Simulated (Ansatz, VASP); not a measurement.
**Ti5SiMo: VASP beside Ansatz**

```
Ti Si Mo
1.0
     4.44260    0.00000    0.00000
     0.00000    4.44260    0.00000
     0.00000    0.00000    6.13702
Ti Si Mo
5 1 1
Direct
  0.00000 0.50000 0.25990
  0.00000 0.50000 0.74010
  0.50000 0.00000 0.25990
  0.50000 0.00000 0.74010
  0.00000 0.00000 0.00000
  0.00000 0.00000 0.50000
  0.50000 0.50000 0.00000
```

Change from the starting cell: species swapped into the ZnPPt5 type (P4/mmm, No. 123).

Alike in both runs: functional PBE; k mesh 4 × 4 × 3; occupations gaussian, width 0.2 eV; no spin polarisation.

Ansatz relaxed the structure, and its values are those at the end. VASP's run is a single point on that final structure, the one shown.

|  | VASP | Ansatz |
| --- | --- | --- |
| version | VASP 6.6.1 | Ansatz 0.2.0 |
| potentials or method | VASP PAW PBE potentials, release 64 (Ti_sv, Si, Mo_sv), cutoff 520 eV | scalar-relativistic, plane waves, PAW |
| valence electrons in the cell | 78 | 78 |

|  | VASP | Ansatz | Ansatz less VASP |
| --- | --- | --- | --- |
| gap on the k mesh at the Fermi level (eV) | none | none | - |
| pressure (GPa) | -0.1 | -0.1 | +0.08 |

A gap of «none» marks a metal or a gap that the smearing closes. The functional is the same, so the differences come from potentials, cutoffs and numerics.
